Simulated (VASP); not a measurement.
# C (P-6m2) in VASP: further runs

Runs on C. Level: PBE. Tasks: single point, relaxation of cell and atoms.

All numbers are computed with VASP 6.6.1; they aren't measurements. Logs are shortened: lines on timing, memory, paths and dates and some standing lists are left out, and cuts for length are marked.

## 1. The cell of the first run

It takes space group P-6m2 (No. 187, hexagonal). Conventional cell: a = 2.507 Å, b = 2.507 Å, c = 11.896 Å, α = 90.00°, β = 90.00°, γ = 120.00°. C (site symmetry 3m) has 4 C at 1.52 Å within 2.0 Å. Within 2.0 Å of C (site symmetry 3m) lie 4 C at 1.52 Å. Within 2.0 Å of C (site symmetry 3m) lie 4 C at 1.52 Å. Within 2.0 Å of C (site symmetry 3m) lie 4 C at 1.52 to 1.55 Å. C (site symmetry 3m) has 4 C at 1.52 to 1.55 Å within 2.0 Å. Within 2.0 Å of C (site symmetry 3m) lie 4 C at 1.52 Å.

The cell was built from a structure type or drawn by symmetry, and may not be a known phase.

## 2. Single point, PBE

Input file INCAR:

```
SYSTEM = C
PREC = Accurate
ENCUT = 520
EDIFF = 1E-6
ISMEAR = 0
SIGMA = 0.1
LREAL = .False.
LASPH = .True.
NELM = 60
ALGO = Normal
ISIF = 2
LWAVE = .False.
LCHARG = .True.
GGA = PE
LELF = .True.
LVHAR = .True.
NBANDS = 36
```

Input file KPOINTS:

```
Automatic mesh
0
Gamma
  6 6 2
  0 0 0
```

Input file POSCAR:

```
C
1.0
    2.5072491800      0.0000000000      0.0000000000
   -1.2536245900      2.1713414800      0.0000000000
    0.0000000000      0.0000000000     11.8962399700
C
12
Direct
    0.0000000000      0.0000000000      0.6018037600
    0.0000000000      0.0000000000      0.2706021100
    0.6666666700      0.3333333300      0.4360286100
    0.6666666700      0.3333333300      0.7676992500
    0.6666666700      0.3333333300      0.1023718800
    0.3333333300      0.6666666700      0.9359094000
    0.0000000000      0.0000000000      0.3981962400
    0.0000000000      0.0000000000      0.7293978900
    0.6666666700      0.3333333300      0.2323007500
    0.6666666700      0.3333333300      0.5639713900
    0.6666666700      0.3333333300      0.8976281200
    0.3333333300      0.6666666700      0.0640906000
```

Potentials or basis: VASP PAW PBE potentials, release 64 (C).

Command:

```console
$ cat potpaw_PBE.64/C/POTCAR > POTCAR
$ mpirun -np 1 vasp_std > vasp.out
```

OUTCAR:

```text
SYSTEM = C
   PREC = Accurate
   ENCUT = 520
   EDIFF = 1E-6
   ISMEAR = 0
   LREAL = .False.
   LASPH = .True.
   NELM = 60
   ISIF = 2
   GGA = PE

 ion  position               nearest neighbor table
   1  0.000  0.000  0.602-  10 1.52  10 1.52  10 1.52   8 1.52
   2  0.000  0.000  0.271-   9 1.52   9 1.52   9 1.52   7 1.52
   3  0.667  0.333  0.436-   7 1.52   7 1.52   7 1.52  10 1.52
   4  0.667  0.333  0.768-   8 1.52   8 1.52   8 1.52  11 1.55
   5  0.667  0.333  0.102-  12 1.52  12 1.52  12 1.52   9 1.55
   6  0.333  0.667  0.936-  11 1.52  11 1.52  11 1.52  12 1.52
   7  0.000  0.000  0.398-   3 1.52   3 1.52   3 1.52   2 1.52
   8  0.000  0.000  0.729-   4 1.52   4 1.52   4 1.52   1 1.52
   9  0.667  0.333  0.232-   2 1.52   2 1.52   2 1.52   5 1.55
  10  0.667  0.333  0.564-   1 1.52   1 1.52   1 1.52   3 1.52
  11  0.667  0.333  0.898-   6 1.52   6 1.52   6 1.52   4 1.55
  12  0.333  0.667  0.064-   5 1.52   5 1.52   5 1.52   6 1.52

  LATTYP: Found a hexagonal cell.
 ALAT       =     2.5072491800
 C/A-ratio  =     4.7447378046

  Lattice vectors:

 A1 = (   2.5072491800,   0.0000000000,   0.0000000000)
 A2 = (  -1.2536245900,   2.1713414800,   0.0000000000)
 A3 = (   0.0000000000,   0.0000000000,  11.8962399700)

Analysis of symmetry for initial positions (statically):
=====================================================================
 Subroutine PRICEL returns:
 Original cell was already a primitive cell.

 Routine SETGRP: Setting up the symmetry group for a
 hexagonal supercell.

 Subroutine GETGRP returns: Found 12 space group operations
 (whereof 12 operations were pure point group operations)
 out of a pool of 24 trial point group operations.

The static configuration has the point symmetry D_3h.

Analysis of symmetry for dynamics (positions and initial velocities):
=====================================================================
 Subroutine PRICEL returns:
 Original cell was already a primitive cell.

 Routine SETGRP: Setting up the symmetry group for a
 hexagonal supercell.

 Subroutine GETGRP returns: Found 12 space group operations
 (whereof 12 operations were pure point group operations)
 out of a pool of 24 trial point group operations.

The dynamic configuration has the point symmetry D_3h.

 Subroutine INISYM returns: Found 12 space group operations
[... 115 lines left out ...]
   TEBEG  =    0.0;   TEEND  =   0.0 temperature during run
   PSTRESS=    0.0 pullay stress
   NELECT =      48.0000    total number of electrons
   NUPDOWN=      -1.0000    fix difference up-down
   EMIN   =  10.00;   EMAX   =-10.00  energy-range for DOS
   EFERMI =   0.00;   METHOD = LEGACY
   ISMEAR =     0;   SIGMA  =   0.10  broadening in eV -4-tet -1-fermi 0-gaus
   EFERMI_NEDOS =   21; number of points for ismear=-14 and -15
   IALGO  =     38    algorithm
   IMIX   =      4    mixing-type and parameters
     AMIX     =   0.40;   BMIX     =  1.00
     AMIX_MAG =   1.60;   BMIX_MAG =  1.00
  volume/ion in A,a.u.               =       5.40        36.42
  Fermi-wavevector in a.u.,A,eV,Ry     =   1.481529  2.799684 29.863807  2.194928
  Thomas-Fermi vector in A             =   2.595428
   LORBIT       =      0    0 simple, 1 ext, 2 COOP (PROOUT), +10 PAW based schemes
   GGA     = PE    functional components
   LHFCALC =     F    Hartree Fock is set to
   AEXX    =    0.0000 exact exchange contribution
   IVDW    =     0    specifies the selected vdW correction
   LEPSILON=     F    determine dielectric tensor
   LRPA    =     F    only Hartree local field effects (RPA)
 non-spin polarized calculation
 Gauss-broadening in eV      SIGMA  =   0.10
  energy-cutoff  :      520.00
  volume of cell :       64.76
 maximum number of plane-waves:      1760
 NGX is ok and might be reduce to    20
   NGX =  9   NGY =  9   NGZ = 45

 number of electron      48.0000003 magnetization

 Free energy of the ion-electron system (eV)
  ---------------------------------------------------
  ext. energy  EPLUGINS =         0.00000000
  ---------------------------------------------------
  free energy    TOTEN  =      -107.97766757 eV

  energy without entropy =     -107.97766757  energy(sigma->0) =     -107.97766757

 E-fermi :  11.4704     XC(G=0): -13.4941

 val. band max:       11.0542048409   @ k =   0.0000   0.0000   0.0000
 cond. band min:      14.5789598394   @ k =   0.5000   0.0000   0.0000
 fundamental gap:      3.5247549985
 Fermi energy:        11.4704496074

 k-point     1 :       0.0000    0.0000    0.0000
  band No.  band energies     occupation
      1     -11.7288      2.00000
      2     -10.9087      2.00000
      3     -10.8450      2.00000
      4      -8.4400      2.00000
      5      -8.3862      2.00000
      6      -5.2091      2.00000
[... 535 lines left out ...]
     35      23.0694      0.00000
     36      23.1513      0.00000

------------------------ aborting loop because EDIFF is reached ----------------------------------------

  FORCE on cell =-STRESS in cart. coord.  units (eV):
  Direction    XX          YY          ZZ          XY          YZ          ZX
  --------------------------------------------------------------------------------------
  -------------------------------------------------------------------------------------
  Total        3.6793087      3.6793087     27.3258901      0.0000000     -0.0000000      0.0000000
  in kB       91.0209711     91.0209708    676.0044522      0.0000000     -0.0000000      0.0000000
  external PRESSURE =     286.0154647 kB  Pullay stress =       0.0000000 kB

 VOLUME and BASIS-vectors are now :
 -----------------------------------------------------------------------------
  energy-cutoff  :      520.00
  volume of cell :       64.76
      direct lattice vectors                 reciprocal lattice vectors
     2.507249180  0.000000000  0.000000000     0.398843485  0.230272394  0.000000000
    -1.253624590  2.171341480  0.000000000     0.000000000  0.460544787  0.000000000
     0.000000000  0.000000000 11.896239970     0.000000000  0.000000000  0.084060174

 POSITION                                       TOTAL-FORCE (eV/Angst)
 -----------------------------------------------------------------------------------
      0.00000      0.00000      7.15920        -0.000000      0.000000      1.493935
      0.00000      0.00000      3.21915         0.000000     -0.000000      0.594874
      1.25362      0.72378      5.18710         0.000000      0.000000      1.580933
      1.25362      0.72378      9.13273        -0.000000     -0.000000      2.361991
      1.25362      0.72378      1.21784         0.000000      0.000000      2.254091
     -0.00000      1.44756     11.13380         0.000000      0.000000      0.764233
      0.00000      0.00000      4.73704        -0.000000      0.000000     -1.493935
      0.00000      0.00000      8.67709         0.000000     -0.000000     -0.594874
      1.25362      0.72378      2.76351        -0.000000     -0.000000     -2.361991
      1.25362      0.72378      6.70914         0.000000     -0.000000     -1.580933
      1.25362      0.72378     10.67840         0.000000      0.000000     -2.254091
     -0.00000      1.44756      0.76244        -0.000000      0.000000     -0.764233
 -----------------------------------------------------------------------------------
    total drift:                               -0.000012      0.000007      0.000000

  FREE ENERGIE OF THE ION-ELECTRON SYSTEM (eV)
  ---------------------------------------------------
  free  energy   TOTEN  =      -107.9776675721 eV

  energy  without entropy=     -107.9776675721  energy(sigma->0) =     -107.97766757
```

OSZICAR:

```text
N       E                     dE             d eps       ncg     rms          rms(c)
DAV:   1     0.129071974330E+03    0.12907E+03   -0.25775E+04  1008   0.132E+03
DAV:   2    -0.103469727485E+03   -0.23254E+03   -0.21964E+03  1296   0.259E+02
DAV:   3    -0.112348157189E+03   -0.88784E+01   -0.88079E+01  1336   0.462E+01
DAV:   4    -0.112452056279E+03   -0.10390E+00   -0.10360E+00  1312   0.527E+00
DAV:   5    -0.112454131694E+03   -0.20754E-02   -0.20742E-02  1308   0.685E-01    0.145E+01
DAV:   6    -0.109099312690E+03    0.33548E+01   -0.21846E+00  1152   0.704E+00    0.865E+00
DAV:   7    -0.107973482973E+03    0.11258E+01   -0.27281E+00  1152   0.810E+00    0.189E+00
DAV:   8    -0.107977288021E+03   -0.38050E-02   -0.74634E-02  1260   0.130E+00    0.948E-02
DAV:   9    -0.107977548376E+03   -0.26036E-03   -0.11665E-03  1292   0.193E-01    0.409E-02
DAV:  10    -0.107977637862E+03   -0.89486E-04   -0.82304E-05  1224   0.550E-02    0.187E-02
DAV:  11    -0.107977666779E+03   -0.28917E-04   -0.25242E-05  1240   0.303E-02    0.315E-03
DAV:  12    -0.107977667572E+03   -0.79330E-06   -0.63770E-07   960   0.576E-03
   1 F= -.10797767E+03 E0= -.10797767E+03  d E =-.234163E-10
```

Run time: 24 s. Hardware: 1 thread of Intel Xeon 6975P-C (Granite Rapids), shared host; peak memory 0.17 GiB.

What came out:

- Free energy: -107.9777 eV
- Pressure: 28.6 GPa
- Largest force: 2.362 eV/Å
- Band gap on the k mesh: 3.52 eV (least direct gap 4.59 eV)

Forces in eV/Å, atoms in the order of the input:
```
C    0.000  0.000  1.494
C    0.000  0.000  0.595
C    0.000  0.000  1.581
C    0.000  0.000  2.362
C    0.000  0.000  2.254
C    0.000  0.000  0.764
C    0.000  0.000 -1.494
C    0.000  0.000 -0.595
C    0.000  0.000 -2.362
C    0.000  0.000 -1.581
C    0.000  0.000 -2.254
C    0.000  0.000 -0.764
```

Stress tensor (GPa, compression positive):
```
 9.10  0.00  0.00
 0.00  9.10  0.00
 0.00  0.00 67.60
```

Levels at points of the mesh, in eV from the valence-band top:
```tsv
k point	band 22	band 23	band 24	band 25	band 26	band 27
(0.00, 0.00, 0.00)	-0.70	-0.70	0.00	4.59	4.59	5.62
(0.50, 0.00, 0.00)	-4.50	-4.46	-3.70	3.52	4.22	4.30
(0.00, 0.00, 0.50)	-1.09	-1.01	-1.01	4.82	4.82	5.22
(0.50, 0.00, 0.50)	-4.09	-4.08	-3.96	3.63	3.81	5.03
```

Caveat: the k points lie up to 0.48 Å⁻¹ apart; forces of over 1 eV/Å act on the atoms, so gaps and moduli don't describe the material at rest. A k mesh can miss the band edges.

## 3. Single point, PBE

This run uses another cell than the first one, of 5.70 Å³/atom.

Input file INCAR:

```
SYSTEM = C
PREC = Accurate ; ENCUT = 520
EDIFF = 1E-7 ; ISMEAR = 0
SIGMA = 0.1 ; LREAL = .FALSE.
LASPH = .TRUE. ; NELM = 100
ALGO = Normal ; ISIF = 2
LWAVE = .FALSE. ; LCHARG = .FALSE.
GGA = PE ; NBANDS = 36
```

Input file KPOINTS:

```
Automatic mesh
0
G
  6 6 2
  0 0 0
```

Input file POSCAR:

```
C
1.0
    2.5161055004      0.0000000000      0.0000000000
   -1.2580527502      2.1790112820      0.0000000000
    0.0000000000      0.0000000000     12.4835207959
C
12
Direct
    0.0000000000      0.0000000000      0.6046647595
    0.0000000000      0.0000000000      0.2697814916
    0.6666666667      0.3333333333      0.4372782732
    0.6666666667      0.3333333333      0.7718673020
    0.6666666667      0.3333333333      0.1044501461
    0.3333333333      0.6666666667      0.9371574869
    0.0000000000      0.0000000000      0.3953352405
    0.0000000000      0.0000000000      0.7302185084
    0.6666666667      0.3333333333      0.2281326980
    0.6666666667      0.3333333333      0.5627217268
    0.6666666667      0.3333333333      0.8955498539
    0.3333333333      0.6666666667      0.0628425131
```

Potentials or basis: VASP PAW PBE potentials, release 64 (C).

Command:

```console
$ cat potpaw_PBE.64/C/POTCAR > POTCAR
$ mpirun -np 1 vasp_std > vasp.out
```

Wall time 25 s (1 thread of Intel Xeon 6975P-C (Granite Rapids), shared host); peak memory 0.18 GiB.

Results (log left out):

| Item | Value |
| --- | --- |
| Free energy | -108.9097 eV |
| Pressure | 0.7 GPa |
| Band gap on the k mesh | 4.25 eV (least direct gap 5.17 eV) |

Levels at points of the mesh, in eV from the valence-band top:
```tsv
k point	band 20	band 21	band 22	band 23	band 24	band 25	band 26	band 27	band 28	band 29
(0.00, 0.00, 0.00)	-1.01	-1.01	-0.30	0.00	0.00	5.17	5.17	5.42	6.31	6.31
(0.50, 0.00, 0.00)	-4.41	-4.27	-4.13	-4.11	-3.01	4.54	5.17	5.18	6.26	6.34
(0.00, 0.00, 0.50)	-1.49	-0.36	-0.36	-0.28	-0.28	5.45	5.45	5.63	5.63	6.06
(0.50, 0.00, 0.50)	-4.96	-4.69	-3.83	-3.34	-3.33	4.69	4.71	5.62	5.95	5.97
```

Caveat: the k points lie up to 0.48 Å⁻¹ apart.

(Part 1 of 2 ends here.)
